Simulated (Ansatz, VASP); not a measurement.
## One calculation of Pt2C, two programs

```
CELL_PARAMETERS angstrom
4.98344 0.00000 0.00000
0.00000 4.98344 0.00000
0.00000 0.00000 3.23589
ATOMIC_POSITIONS crystal
Pt 0.69681 0.30319 0.50000
Pt 0.30319 0.69681 0.50000
Pt 0.19681 0.19681 0.00000
Pt 0.80319 0.80319 0.00000
C 0.00000 0.00000 0.50000
C 0.50000 0.50000 0.00000
```

Change from the starting cell: species swapped into the TaO2 type (P4_2/mnm, No. 136).

Alike in both runs: functional PBE; k mesh 4 × 4 × 6; occupations gaussian, width 0.1 eV; no spin polarisation.

Ansatz relaxed the structure, and its values are those at the end. VASP's run is a single point on that final structure, the one shown.

```csv
,VASP,Ansatz
version,VASP 6.6.1,Ansatz 0.2.0
potentials or method,"VASP PAW PBE potentials, release 64 (Pt, C), cutoff 520 eV","scalar-relativistic, plane waves, PAW"
valence electrons in the cell,48,80
```

|  | VASP | Ansatz | Ansatz less VASP |
| --- | --- | --- | --- |
| gap on the k mesh at the Fermi level (eV) | none | none | - |
| pressure (GPa) | 0.1 | 0.0 | -0.06 |
| rms of the force components (eV/Å) | 0.023 | 0.016 | -0.0072 |

A gap of «none» marks a metal or a gap that the smearing closes. The functional is the same, so the differences come from potentials, cutoffs and numerics. VASP's potentials hold 48 valence electrons a cell and Ansatz's 80, so a difference there can come from the potentials and not from the codes.

Neither program's run includes spin-orbit coupling.
